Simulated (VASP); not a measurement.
Wanted: the native input for a VASP 6.6.1 run.

- Task: single point
- Functional: r2SCAN
- Potentials or basis: VASP PAW PBE potentials, release 64 (Pb_d)
- Cutoff: 520 eV
- k mesh: 9 × 9 × 9
- Occupations: fermi-dirac, width 0.05 eV
- Spin: no spin polarisation
- Dipole correction: no
- Further INCAR settings: ALGO = Normal; EDIFF = 1e-06; NBANDS = 13

Crystal: Pb.

```
Pb
1.0
     0.00000    2.44157    2.44157
     2.44157    0.00000    2.44157
     2.44157    2.44157    0.00000
Pb
1
Cartesian
  0.0000 0.0000 0.0000
```

One way to write it, as run:

POSCAR

```
Pb
1.0
    0.0000000000      2.4415696833      2.4415696833
    2.4415696833      0.0000000000      2.4415696833
    2.4415696833      2.4415696833      0.0000000000
Pb
1
Direct
    0.0000000000      0.0000000000      0.0000000000
```

INCAR.step1

```
PREC = Accurate
ENCUT = 520
ISMEAR = -1
SIGMA = 0.05
LREAL = False
LASPH = True
NELM = 60
NBANDS = 13
GGA = PE
ALGO = Normal
EDIFF = 1E-4
LWAVE = True
LCHARG = False
```

INCAR.step2

```
PREC = Accurate
ENCUT = 520
EDIFF = 1E-6
ISMEAR = -1
SIGMA = 0.05
LREAL = False
LASPH = True
NELM = 60
ALGO = Normal
ISIF = 2
LWAVE = False
LCHARG = False
METAGGA = R2SCAN
LMIXTAU = True
NBANDS = 13
ISTART = 1
```

KPOINTS

```
Automatic mesh
0
Gamma
  9 9 9
```

Potentials or basis: VASP PAW PBE potentials, release 64 (Pb_d).

The run is started by

```bash
$ cat potpaw_PBE.64/Pb_d/POTCAR > POTCAR
$ cp INCAR.step1 INCAR
$ mpirun -np 1 vasp_std > vasp.out
$ cp INCAR.step2 INCAR
$ mpirun -np 1 vasp_std > vasp.out
```

Results of the run:

- Pressure: 3.4 GPa
- Band gap on the k mesh: zero (band 7 reaches 15.77 eV, above the bottom of band 8 at 5.96 eV)

Caveat: the PAW data sets were made with another functional, which shifts forces and pressure a little; spin-orbit coupling is left out, which moves the levels of the heavy elements.

It took 80 s on 1 thread of AMD EPYC 7R13, on a shared host, peak memory 0.14 GiB.
